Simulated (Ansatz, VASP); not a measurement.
## TiN: VASP beside Ansatz

Contents of INCAR:

```
SYSTEM = TiN
PREC = Accurate
ENCUT = 520
EDIFF = 1E-6
ISMEAR = -1
SIGMA = 0.05
LREAL = .FALSE.
LASPH = .TRUE.
NELM = 100
ALGO = Normal
ISIF = 2
LWAVE = .FALSE.
LCHARG = .FALSE.
GGA = PS
NBANDS = 16
```

File KPOINTS:

```
regular mesh
0
G
  17 17 17
  0 0 0
```

Contents of POSCAR:

```
TiN
1.0
    0.0000000000      2.1220000000      2.1220000000
    2.1220000000      0.0000000000      2.1220000000
    2.1220000000      2.1220000000      0.0000000000
Ti N
1 1
Direct
    0.0000000000      0.0000000000      0.0000000000
    0.5000000000      0.5000000000      0.5000000000
```

Input for Ansatz:

```yaml
crystal:
  lattice:
    - [0.0, 2.122, 2.122]
    - [2.122, 0.0, 2.122]
    - [2.122, 2.122, 0.0]
  atoms:
    - { symbol: Ti, position: [0.0, 0.0, 0.0] }
    - { symbol: "N", position: [0.5, 0.5, 0.5] }
kpoints:
  mp_grid: { grid: [17, 17, 17] }
  band_path:
    path:
      - [0.0, 0.0, 0.0]
      - [0.5, 0.0, 0.5]
      - [0.625, 0.25, 0.625]
      - [0.375, 0.375, 0.75]
      - [0.0, 0.0, 0.0]
      - [0.5, 0.5, 0.5]
      - [0.5, 0.25, 0.75]
      - [0.5, 0.0, 0.5]
    npoints: 14
scf:
  occupations: { method: fermi_dirac, width: 0.05 }
hamiltonian:
  xc: pbesol
  pseudopotentials: { kind: all_electron, lapw: { basis_error: 0.0005 } }
output:
  forces: true
  stress: true
  eigenvalues: true
  fatbands: true
  populations: true
  dos: { projected: true, de: 0.2, e_range: [-14, 8] }
```

Alike in both runs: task single point; functional PBEsol; k mesh 17 × 17 × 17; occupations fermi-dirac, width 0.05 eV; no spin polarisation.

|  | VASP | Ansatz |
| --- | --- | --- |
| version | VASP 6.6.1 | Ansatz 0.2.0 |
| potentials or method | VASP PAW PBE potentials, release 64 (Ti_sv, N), cutoff 520 eV | all-electron LAPW, scalar-relativistic |

VASP gave:

- pressure (GPa): -7.6

**Question.** Estimate Ansatz's values.

**Answer.** Pressure (GPa): -8.0.

VASP's potentials were made for PBE, not for PBEsol. Ansatz ran all-electron here, and VASP with PAW potentials.
